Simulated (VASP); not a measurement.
# NaFeN: single point with PBE+U

NaFeN:

```
Na Fe N
1.0
     2.97920    0.00000    0.00000
    -1.48960    2.58006    0.00000
     0.00000    0.00000    9.67759
Na Fe N
2 2 2
Cartesian
  1.4896 0.8600 7.3616
  0.0000 1.7200 2.5229
  0.0000 0.0000 5.0146
  0.0000 0.0000 0.1758
  0.0000 1.7200 5.4754
  1.4896 0.8600 0.6366
```

```json
{
 "Program": "VASP 6.6.1",
 "Task": "single point",
 "Functional": "PBE",
 "Potentials or basis": "VASP PAW PBE potentials, release 64 (Na_pv, Fe, N)",
 "Cutoff": "520 eV",
 "k mesh": "7 × 7 × 2",
 "Occupations": "methfessel-paxton, width 0.05 eV",
 "Spin": "collinear spin, antiferromagnetic start",
 "Starting moments": "[0.0, 0.0, 3.5, -3.5, 0.0, 0.0] μB",
 "Hubbard terms": "Fe d U = 1.0 eV",
 "Dipole correction": "no",
 "Further INCAR settings": "ALGO = Normal; EDIFF = 1e-06; NBANDS = 33"
}
```

The pressure is 3.9 GPa, the largest force is 0.145 eV/Å and the band gap on the k mesh is 0.60 eV, indirect (least direct gap 1.06 eV). The net moment is 0.00 μB per cell and the valence electrons inside the program's atomic spheres are Na 6.10; Fe 7.77; N 3.71.

Forces on the atoms (eV/Å):
```
Na   0.000  0.000  0.103
Na   0.000  0.000  0.103
Fe   0.000  0.000 -0.145
Fe   0.000  0.000 -0.145
N    0.000  0.000  0.042
N    0.000  0.000  0.042
```

Stress tensor (GPa, compression positive):
```
4.42 0.00 0.00
0.00 4.42 0.00
0.00 0.00 2.94
```

Levels at points of the mesh, in eV from the valence-band top:
Spin up:
```csv
k point,band 16,band 17,band 18,band 19,band 20,band 21,band 22,band 23,band 24,band 25
"(0.00, 0.00, 0.00)",-1.67,-0.60,-0.60,-0.59,-0.59,1.89,2.66,4.27,4.27,4.29
"(0.00, 0.00, 0.50)",-2.04,-0.59,-0.59,-0.59,-0.59,2.17,2.17,4.28,4.28,4.28
```
Spin down:
```tsv
k point	band 17	band 18	band 19	band 20	band 21	band 22	band 23	band 24
(0.00, 0.00, 0.00)	-0.60	-0.60	-0.59	-0.59	1.89	2.66	4.27	4.27
(0.00, 0.00, 0.50)	-0.59	-0.59	-0.59	-0.59	2.17	2.17	4.28	4.28
```

Eigenvalues of the final occupation matrices:
```
    site  spin  trace               eigenvalues
site 3 d     1   3.32  0.56 0.56 0.73 0.74 0.74
site 3 d     2   3.32  0.56 0.56 0.73 0.74 0.74
site 4 d     1   3.32  0.56 0.56 0.73 0.74 0.74
site 4 d     2   3.32  0.56 0.56 0.73 0.74 0.74
```

Run time: 46 s on 1 thread of Intel(R) Xeon(R) 6975P-C (Granite Rapids), with other jobs on the host, peak memory 0.25 GiB.

Caveat: the starting moments collapsed, and a magnetic state may lie lower. The state reached can hang on the start; a lower one may exist.
